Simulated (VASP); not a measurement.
**NaCl: single point with PBEsol**

NaCl:

```
Cl Na
1.0
     0.00000    2.80100    2.80100
     2.80100    0.00000    2.80100
     2.80100    2.80100    0.00000
Cl Na
1 1
Direct
  0.50000 0.50000 0.50000
  0.00000 0.00000 0.00000
```

* Program: VASP 6.6.1
* Task: single point
* Functional: PBEsol
* Potentials or basis: VASP PAW PBE potentials, release 64 (Cl, Na_pv)
* Cutoff: 520 eV
* k mesh: 8 × 8 × 8
* Occupations: fermi-dirac, width 0.05 eV
* Spin: no spin polarisation

| Item | Value |
| --- | --- |
| Pressure | 0.0 GPa |
| Band gap on the k mesh | 5.01 eV |

Levels at points of the mesh, in eV from the valence-band top:
| k point | band 3 | band 4 | band 5 | band 6 | band 7 | band 8 | band 9 | band 10 | band 11 | band 12 |
| --- | --- | --- | --- | --- | --- | --- | --- | --- | --- | --- |
| (0.00, 0.00, 0.00) | -20.61 | -12.69 | 0.00 | 0.00 | 0.00 | 5.01 | 11.02 | 11.02 | 11.02 | 13.26 |
| (0.50, 0.00, 0.00) | -20.62 | -12.32 | -2.03 | -0.28 | -0.28 | 7.11 | 10.66 | 10.91 | 10.91 | 14.96 |
| (0.50, 0.50, 0.00) | -20.62 | -12.27 | -1.76 | -0.63 | -0.63 | 7.49 | 7.87 | 11.27 | 14.80 | 14.80 |

Wall time 24 s on 1 thread of Intel Xeon 8259CL, with other jobs on the host, peak memory 0.17 GiB.

Caveat: the PAW data sets were made with another functional, which shifts forces and pressure a little.
